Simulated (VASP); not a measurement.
# NaF (Fm-3m) in VASP: notebook, part 2 of 2

VASP 6.6.1. The steps go on from the part before.

## (3) Single point, PBE+D3(BJ)

The input, INCAR:

```
SYSTEM = NaF
ALGO     = Normal         ! electronic algorithm
EDIFF    = 1E-6           ! SCF threshold, eV
ENCUT    = 600            ! plane-wave cutoff, eV
GGA      = PE             ! functional
GGA_COMPAT= .False.      
ISIF     = 2              ! what is computed and relaxed
ISMEAR   = 0              ! smearing method
IVDW     = 12             ! dispersion correction
LASPH    = .True.         ! aspherical terms in the spheres
LCHARG   = .True.         ! write CHGCAR
LELF     = .True.         ! ELF
LREAL    = .False.        ! projectors in reciprocal space
LVHAR    = .True.       
LWAVE    = .False.        ! write WAVECAR
NBANDS   = 14             ! bands
NELM     = 120            ! most SCF steps
PREC     = Accurate       ! precision mode
SIGMA    = 0.01           ! smearing width, eV
```

The input, KPOINTS:

```
k-points
0
Gamma
  8 8 8
  0 0 0
```

The input, POSCAR:

```
NaF
1.0
    0.0000000000      2.3505073563      2.3505073563
    2.3505073563      0.0000000000      2.3505073563
    2.3505073563      2.3505073563      0.0000000000
Na F
1 1
Direct
    0.0000000000      0.0000000000      0.0000000000
    0.5000000000      0.5000000000      0.5000000000
```

Potentials or basis: VASP PAW PBE potentials, release 64 (Na_pv, F).

Run with:

```sh
$ cat potpaw_PBE.64/Na_pv/POTCAR potpaw_PBE.64/F/POTCAR > POTCAR
$ mpirun -np 1 vasp_std > vasp.out
```

OUTCAR:

```text
SYSTEM = NaF
   EDIFF = 1E-6
   ENCUT = 600
   GGA = PE
   ISIF = 2
   ISMEAR = 0
   IVDW = 12
   LASPH = .True.
   LREAL = .False.
   NELM = 120
   PREC = Accurate
 IVDW          = 12

 ion  position               nearest neighbor table
   1  0.000  0.000  0.000-
   2  0.500  0.500  0.500-

  LATTYP: Found a face centered cubic cell.
 ALAT       =     4.7010147126

  Lattice vectors:

 A1 = (   0.0000000000,   2.3505073563,   2.3505073563)
 A2 = (   2.3505073563,   0.0000000000,   2.3505073563)
 A3 = (   2.3505073563,   2.3505073563,   0.0000000000)

Analysis of symmetry for initial positions (statically):
=====================================================================
 Subroutine PRICEL returns:
 Original cell was already a primitive cell.

 Routine SETGRP: Setting up the symmetry group for a
 face centered cubic supercell.

 Subroutine GETGRP returns: Found 48 space group operations
 (whereof 48 operations were pure point group operations)
 out of a pool of 48 trial point group operations.

The static configuration has the point symmetry O_h .

Analysis of symmetry for dynamics (positions and initial velocities):
=====================================================================
 Subroutine PRICEL returns:
 Original cell was already a primitive cell.

 Routine SETGRP: Setting up the symmetry group for a
 face centered cubic supercell.

 Subroutine GETGRP returns: Found 48 space group operations
 (whereof 48 operations were pure point group operations)
 out of a pool of 48 trial point group operations.

The dynamic configuration has the point symmetry O_h .

 Subroutine INISYM returns: Found 48 space group operations
 (whereof 48 operations are pure point group operations),
 and found     1 'primitive' translations

----------------------------------------------------------------------------------------

                                     Primitive cell

  volume of cell :      25.9726

[... 118 lines left out ...]
   LRPA    =     F    only Hartree local field effects (RPA)
 non-spin polarized calculation
 Gauss-broadening in eV      SIGMA  =   0.01
  energy-cutoff  :      600.00
  volume of cell :       25.97
 maximum number of plane-waves:       893
   NGX = 13   NGY = 13   NGZ = 13

 number of electron      14.0000002 magnetization

 Free energy of the ion-electron system (eV)
  ---------------------------------------------------
  ext. energy  EPLUGINS =         0.00000000
  ---------------------------------------------------
  free energy    TOTEN  =        -8.57122533 eV

  energy without entropy =       -8.57122533  energy(sigma->0) =       -8.57122533

 E-fermi :  -2.2259     XC(G=0):  -8.9512

 val. band max:       -2.2679719825   @ k =   0.0000   0.0000   0.0000
 cond. band min:       3.8067490989   @ k =   0.0000   0.0000   0.0000
 fundamental gap:      6.0747210813
 Fermi energy:        -2.2259179515

 k-point     1 :       0.0000    0.0000    0.0000
  band No.  band energies     occupation
      1     -21.3719      2.00000
      2     -21.3437      2.00000
      3     -21.3437      2.00000
      4     -21.3437      2.00000
      5      -2.2680      2.00000
      6      -2.2680      2.00000
      7      -2.2680      2.00000
      8       3.8067      0.00000
      9      16.4016      0.00000
     10      16.4016      0.00000
     11      16.4016      0.00000
     12      19.1800      0.00000
     13      21.3059      0.00000
     14      21.3059      0.00000
[... 377 lines left out ...]
      1     -21.8993      2.00000
      2     -21.3906      2.00000
      3     -21.3705      2.00000
      4     -20.6697      2.00000
      5      -3.5013      2.00000
      6      -2.8097      2.00000
      7      -2.5809      2.00000
      8       9.2383      0.00000
      9      10.1048      0.00000
     10      14.4062      0.00000
     11      16.2079      0.00000
     12      19.4083      0.00000
     13      20.4307      0.00000
     14      25.0439      0.00000

 [... further k-points ...]

------------------------ aborting loop because EDIFF is reached ----------------------------------------

 Edisp (eV)   -0.33216

 E8    (eV) :    -0.1433

  FORCE on cell =-STRESS in cart. coord.  units (eV):
  Direction    XX          YY          ZZ          XY          YZ          ZX
  --------------------------------------------------------------------------------------
  -------------------------------------------------------------------------------------
  Total      -0.38177    -0.38177    -0.38177     0.00000     0.00000     0.00000
  in kB     -23.55044   -23.55044   -23.55044     0.00000     0.00000     0.00000
  external pressure =      -23.55 kB  Pullay stress =        0.00 kB

 VOLUME and BASIS-vectors are now :
 -----------------------------------------------------------------------------
  energy-cutoff  :      600.00
  volume of cell :       25.97
      direct lattice vectors                 reciprocal lattice vectors
     0.000000000  2.350507356  2.350507356    -0.212720032  0.212720032  0.212720032
     2.350507356  0.000000000  2.350507356     0.212720032 -0.212720032  0.212720032
     2.350507356  2.350507356  0.000000000     0.212720032  0.212720032 -0.212720032

 POSITION                                       TOTAL-FORCE (eV/Angst)
 -----------------------------------------------------------------------------------
      0.00000      0.00000      0.00000        -0.000000     -0.000000     -0.000000
      2.35051      2.35051      2.35051         0.000000      0.000000      0.000000
 -----------------------------------------------------------------------------------
    total drift:                                0.000000      0.000000      0.000000

  FREE ENERGIE OF THE ION-ELECTRON SYSTEM (eV)
  ---------------------------------------------------
  free  energy   TOTEN  =        -8.9033813373 eV

  energy  without entropy=       -8.9033813373  energy(sigma->0) =       -8.90338134
```

OSZICAR:

```text
N       E                     dE             d eps       ncg     rms          rms(c)
DAV:   1     0.116054356685E+03    0.11605E+03   -0.82177E+03   830   0.134E+03
DAV:   2    -0.376187045778E+01   -0.11982E+03   -0.11008E+03   890   0.360E+02
DAV:   3    -0.942712213102E+01   -0.56653E+01   -0.56536E+01  1016   0.718E+01
DAV:   4    -0.947344368494E+01   -0.46322E-01   -0.46319E-01   884   0.688E+00
DAV:   5    -0.947394224984E+01   -0.49856E-03   -0.49856E-03  1022   0.704E-01    0.542E+00
DAV:   6    -0.858117156872E+01    0.89277E+00   -0.31586E+00   966   0.146E+01    0.187E+00
DAV:   7    -0.856932055905E+01    0.11851E-01   -0.29293E-02   842   0.206E+00    0.106E+00
DAV:   8    -0.857059797385E+01   -0.12774E-02   -0.31554E-02   872   0.366E+00    0.155E-01
DAV:   9    -0.857136583140E+01   -0.76786E-03   -0.44782E-03   956   0.613E-01    0.138E-01
DAV:  10    -0.857122575570E+01    0.14008E-03   -0.91937E-04   890   0.313E-01    0.122E-02
DAV:  11    -0.857122477862E+01    0.97707E-06   -0.32512E-05   932   0.900E-02    0.420E-03
DAV:  12    -0.857122533353E+01   -0.55491E-06   -0.16729E-06   884   0.172E-02
   1 F= -.89033813E+01 E0= -.89033813E+01  d E =-.689274E-12
```

stdout:

```text
POSCAR found type information on POSCAR NaF
 POSCAR found :  2 types and       2 ions
 scaLAPACK will be used
 LDA part: xc-table for (Slater+PW92), standard interpolation
 POSCAR, INCAR and KPOINTS ok, starting setup
 FFT: planning ... GRIDC
 FFT: planning ... GRID_SOFT
 FFT: planning ... GRID
 WAVECAR not read
 entering main loop
```

Wall time 15 s (1 thread of Intel Xeon 8259CL, shared host); peak memory 0.16 GiB.

Results:

```yaml
Free_energy: -8.9034 eV
Pressure: -2.4 GPa
Band_gap_on_the_k_mesh: 6.07 eV, direct
Dispersion_energy_per_atom: -0.166 eV
```

## (4) Single point, r2SCAN

The input, POSCAR:

```
NaF
1.0
    0.0000000000      2.3497917110      2.3497917110
    2.3497917110      0.0000000000      2.3497917110
    2.3497917110      2.3497917110      0.0000000000
Na F
1 1
Direct
    0.0000000000      0.0000000000      0.0000000000
    0.5000000000      0.5000000000      0.5000000000
```

The input, INCAR.step1:

```
SYSTEM = NaF
PREC = Accurate
ENCUT = 660
ISMEAR = 0
SIGMA = 0.02
LREAL = .False.
LASPH = .True.
NELM = 120
NBANDS = 14
GGA = PE
ALGO = Normal
EDIFF = 1E-5
LWAVE = .True.
LCHARG = .False.
GGA_COMPAT = .False.
```

The input, INCAR.step2:

```
SYSTEM = NaF
PREC = Accurate
ENCUT = 660
EDIFF = 1E-6
ISMEAR = 0
SIGMA = 0.02
LREAL = .False.
LASPH = .True.
NELM = 120
ALGO = Normal
ISIF = 2
LWAVE = .False.
LCHARG = .False.
METAGGA = R2SCAN
LMIXTAU = .True.
NBANDS = 14
ISTART = 1
GGA_COMPAT = .False.
```

The input, KPOINTS:

```
regular mesh
0
Gamma
  8 8 8
  0 0 0
```

Run with:

```sh
$ cat potpaw_PBE.64/Na_pv/POTCAR potpaw_PBE.64/F/POTCAR > POTCAR
$ cp INCAR.step1 INCAR
$ mpirun -np 1 vasp_std > vasp.out
$ cp INCAR.step2 INCAR
$ mpirun -np 1 vasp_std > vasp.out
```

Run time: 82 s. Hardware: 1 thread of Intel Xeon 8259CL, shared host; peak memory 0.16 GiB.

The run converged. Its results:

```yaml
Free_energy: -12.5866 eV
Pressure: -3.8 GPa
Band_gap_on_the_k_mesh: 6.94 eV, direct
```

Levels at points of the mesh, in eV from the valence-band top:
| k point | band 5 | band 6 | band 7 | band 8 | band 9 | band 10 |
| --- | --- | --- | --- | --- | --- | --- |
| (0.00, 0.00, 0.00) | 0.00 | 0.00 | 0.00 | 6.94 | 19.48 | 19.48 |
| (0.50, 0.00, 0.00) | -1.46 | -0.24 | -0.24 | 11.36 | 13.05 | 20.95 |
| (0.50, 0.50, 0.00) | -1.20 | -0.38 | -0.38 | 13.70 | 13.76 | 14.42 |

Caveat: the PAW data sets were made with another functional, which shifts forces and pressure a little.

## (5) Relaxation of cell and atoms, PBE

The input, INCAR:

```
PREC = Accurate
ENCUT = 600
EDIFF = 1E-7
ISMEAR = 0
SIGMA = 0.01
LREAL = F
LASPH = T
NELM = 120
ALGO = Normal
ISIF = 3
LWAVE = F
LCHARG = F
GGA = PE
IBRION = 2
NSW = 80
EDIFFG = -0.001
GGA_COMPAT = F
NELMIN = 4
```

The input, KPOINTS:

```
Automatic mesh
0
Gamma
  8 8 8
```

POSCAR is that of step 4.

Run with:

```sh
$ cat potpaw_PBE.64/Na_pv/POTCAR potpaw_PBE.64/F/POTCAR > POTCAR
$ mpirun -np 1 vasp_std > vasp.out
```

It took 80 s on 1 thread of Intel Xeon 8259CL, shared host; peak memory 0.15 GiB.

The run converged. Its results:

* Free energy: -8.5713 eV
* Relaxed volume: 12.92 Å³/atom
* Relaxed cell: a = 3.319 Å, b = 3.319 Å, c = 3.319 Å, α = 60.00°, β = 60.00°, γ = 60.00°
* Space group after relaxing (to 0.05 Å): Fm-3m (No. 225)
* Energy gained by relaxing: 0.0 meV/atom
* Ionic steps: 7
* Pressure after relaxing: 0.0 GPa
* Band gap on the k mesh: 6.10 eV, direct

Final structure:
```
Na F
1.0
     0.00000    2.34663    2.34663
     2.34663    0.00000    2.34663
     2.34663    2.34663    0.00000
Na F
1 1
Direct
  0.00000 0.00000 0.00000
  0.50000 0.50000 0.50000
```

Levels at points of the mesh, in eV from the valence-band top:
| k point | band 3 | band 4 | band 5 | band 6 | band 7 | band 8 | band 9 | band 10 | band 11 |
| --- | --- | --- | --- | --- | --- | --- | --- | --- | --- |
| (0.00, 0.00, 0.00) | -19.06 | -19.06 | 0.00 | 0.00 | 0.00 | 6.10 | 18.71 | 18.71 | 18.71 |
| (0.50, 0.00, 0.00) | -19.07 | -18.27 | -1.51 | -0.24 | -0.24 | 10.55 | 12.15 | 19.70 | 19.70 |
| (0.50, 0.50, 0.00) | -19.11 | -18.88 | -1.21 | -0.39 | -0.39 | 12.84 | 13.18 | 13.23 | 19.28 |

## (6) The runs side by side

```csv
task,level,cell,cutoff (eV),smearing,gap on the mesh (eV),pressure (GPa)
single point,PBE,"a = 3.324 Å, angles 60.0°, 2 atoms",600,gaussian 0.01 eV,6.07,-0.3
single point,PBE+D3(BJ),"a = 3.324 Å, angles 60.0°, 2 atoms",600,gaussian 0.01 eV,6.07,-2.4
single point,r2SCAN,"a = 3.323 Å, angles 60.0°, 2 atoms",660,gaussian 0.02 eV,6.94,-3.8
relaxation of cell and atoms,PBE,"relaxed from a = 3.323 Å, angles 60.0°, 2 atoms",600,gaussian 0.01 eV,6.10,0.0
```

Alike in all rows: potentials or basis VASP PAW PBE potentials, release 64 (Na_pv, F); no spin polarisation; k mesh 8 × 8 × 8.

On the cell as given the gap runs from 6.07 eV (PBE) to 6.94 eV (r2SCAN). The pressure there spans -3.8 GPa (r2SCAN) to -0.3 GPa (PBE); a positive pressure means that this level wants a larger cell, a negative one a smaller.

Caveats: the PAW data sets were made with another functional, which shifts forces and pressure a little (some runs).

Total energies depend on the potentials used, so only differences within one code and one set of settings carry meaning.
